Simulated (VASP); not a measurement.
Runs of VASP 6.6.1 on BeZn2TeS2. The structure is that of space group P-4m2 (No. 115), or close to it. The cells are those of the table. 

| task | cell | k mesh | cutoff (eV) | gap on the mesh (eV) | pressure (GPa) | relaxed volume (Å³/atom) | largest force (eV/Å) |
| --- | --- | --- | --- | --- | --- | --- | --- |
| relaxation of cell and atoms | relaxed from a = 4.205, b = 4.205, c = 7.122 Å, 6 atoms | 4 × 4 × 4 | 600 | none | 0.1 | (b) | 0.03 |
| relaxation of cell and atoms | relaxed from a = 4.902, b = 4.902, c = 6.776 Å, 6 atoms | 8 × 8 × 6 | 600 | none | 0.0 | 27.12 | - |
| single point | a = 4.902, b = 4.902, c = 6.776 Å, 6 atoms | 4 × 4 × 4 | 520 | - | -0.2 | - | 0.03 |
| single point | a = 4.887, b = 4.887, c = 6.850 Å, 6 atoms | 8 × 8 × 6 | 520 | none | 0.0 | - | 0.01 |
| single point | a = 4.205, b = 4.205, c = 7.122 Å, 6 atoms | 4 × 4 × 4 | 520 | none | 11.3 | - | (a) |

Alike in all rows: level PBE; potentials or basis VASP PAW PBE potentials, release 64 (Be, Zn, Te, S); no spin polarisation; smearing gaussian 0.1 eV.

Problem. Fill in the values left out.

Solution. (a) 0.70; (b) 25.83.

Caveats: some runs use coarse meshes; spin-orbit coupling is left out, which moves the levels of the heavy elements; the volume moved by over 15 % at a fixed basis, so the end points are rough (some runs).

A k mesh can miss the band edges, and the runs leave out spin-orbit coupling on Te.

A gap of «none» marks levels without a gap at the run's occupations.
